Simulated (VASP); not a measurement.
Set up this calculation in VASP 6.6.1, as the native input.

```yaml
Task: single point
Functional: PBE
Potentials_or_basis: VASP PAW PBE potentials, release 64 (Nd_3, Ag, O), 4f in core
Cutoff: 520 eV
k_mesh: 10 × 10 × 8
Occupations: gaussian, width 0.1 eV
Spin: no spin polarisation
Dipole_correction: no
k_mesh_for_the_DOS: 15 × 15 × 12
Occupations_for_the_DOS: tetrahedron
Further_INCAR_settings: ALGO = Normal; EDIFF = 1e-06
```

Crystal: NdAgO4.

```
CELL_PARAMETERS angstrom
2.62879 -3.00386 0.00000
2.62879 3.00386 0.00000
0.00000 0.00000 5.07603
ATOMIC_POSITIONS crystal
Nd 0.00000 0.00000 0.00000
Ag 0.50000 0.50000 0.50000
O 0.61983 0.38017 0.00000
O 0.38017 0.61983 0.00000
O 0.50000 0.00000 0.50000
O 0.00000 0.50000 0.50000
```

One way to write it, as run:

POSCAR

```
NdAgO4
1.0
    2.6287885857     -3.0038575276      0.0000000000
    2.6287885857      3.0038575276      0.0000000000
    0.0000000000      0.0000000000      5.0760287896
Nd Ag O
1 1 4
Direct
    0.0000000000      0.0000000000      0.0000000000
    0.5000000000      0.5000000000      0.5000000000
    0.6198294603      0.3801705397      0.0000000000
    0.3801705397      0.6198294603      0.0000000000
    0.5000000000      0.0000000000      0.5000000000
    0.0000000000      0.5000000000      0.5000000000
```

INCAR.step1

```
SYSTEM = NdAgO4
ALGO = Normal
EDIFF = 1E-6
ENCUT = 520
GGA = PE
GGA_COMPAT = .FALSE.
ISIF = 2
ISMEAR = 0
LASPH = .TRUE.
LCHARG = .TRUE.
LMAXMIX = 6
LORBIT = 11
LREAL = .FALSE.
LWAVE = .FALSE.
NBANDS = 32
NEDOS = 2001
NELM = 200
PREC = Accurate
SIGMA = 0.1
```

KPOINTS.step1

```
k-points
0
G
  10 10 8
  0 0 0
```

INCAR.step2

```
SYSTEM = NdAgO4
ALGO = Normal
EDIFF = 1E-6
ENCUT = 520
GGA = PE
GGA_COMPAT = .FALSE.
ICHARG = 11
ISIF = 2
ISMEAR = -5
LASPH = .TRUE.
LCHARG = .FALSE.
LMAXMIX = 6
LORBIT = 10
LREAL = .FALSE.
LWAVE = .FALSE.
NEDOS = 2001
NELM = 200
PREC = Accurate
SIGMA = 0.1
```

KPOINTS.step2

```
k-points
0
G
  15 15 12
  0 0 0
```

Potentials or basis: VASP PAW PBE potentials, release 64 (Nd_3, Ag, O), 4f in core.

Launch:

```sh
$ cat potpaw_PBE.64/Nd_3/POTCAR potpaw_PBE.64/Ag/POTCAR potpaw_PBE.64/O/POTCAR > POTCAR
$ cp INCAR.step1 INCAR
$ cp KPOINTS.step1 KPOINTS
$ mpirun -np 1 vasp_std > vasp.out
$ cp INCAR.step2 INCAR
$ cp KPOINTS.step2 KPOINTS
$ mpirun -np 1 vasp_std > vasp.out
```

It gave:

```yaml
Valence_electrons_inside_the_program's_atomic_spheres: Nd 8.46; Ag 9.90; O 4.96, 4.91 (each value once)
```

Caveat: the run has no spin polarisation, though such a crystal can be magnetic.

Wall time 15 min on 1 thread of AMD EPYC 7R13 Processor (Zen 3), with other jobs on the host, peak memory 0.89 GiB.
